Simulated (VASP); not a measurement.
Input of a VASP 6.6.1 run:

Contents of POSCAR:

```
Ta
1.0
    2.8772008789      0.0000000000      0.0000000000
   -1.4386004394      2.4917290529      0.0000000000
    0.0000000000      0.0000000000      5.0816974970
Ta
2
Direct
    0.3333333333      0.6666666667      0.2500000000
    0.6666666667      0.3333333333      0.7500000000
```

INCAR.step1

```
SYSTEM = Ta
ALGO = Normal
EDIFF = 1E-4
ENCUT = 520
GGA = PE
ISMEAR = 1
LASPH = .True.
LCHARG = .False.
LREAL = .False.
LWAVE = .True.
NBANDS = 18
NELM = 80
PREC = Accurate
SIGMA = 0.05
```

File INCAR.step2:

```
SYSTEM = Ta
ALGO = Normal
EDIFF = 1E-6
ENCUT = 520
ISIF = 2
ISMEAR = 1
ISTART = 1
LASPH = .True.
LCHARG = .False.
LMIXTAU = .True.
LREAL = .False.
LWAVE = .False.
METAGGA = R2SCAN
NBANDS = 18
NELM = 80
PREC = Accurate
SIGMA = 0.05
```

File KPOINTS:

```
k-points
0
Gamma
  16 16 8
  0 0 0
```

Potentials or basis: VASP PAW PBE potentials, release 64 (Ta_pv).

The run is started by

```bash
$ cat potpaw_PBE.64/Ta_pv/POTCAR > POTCAR
$ cp INCAR.step1 INCAR
$ mpirun -np 1 vasp_std > vasp.out
$ cp INCAR.step2 INCAR
$ mpirun -np 1 vasp_std > vasp.out
```

(1) Estimate the band gap on the k mesh.

(2) What does it give for the pressure?

Results:

(1) zero (band 11 reaches 7.22 eV, above the bottom of band 12 at 4.91 eV).

(2) 3.5 GPa.

Caveat: the PAW data sets were made with another functional, which shifts forces and pressure a little; spin-orbit coupling is left out, which moves the levels of the heavy elements.
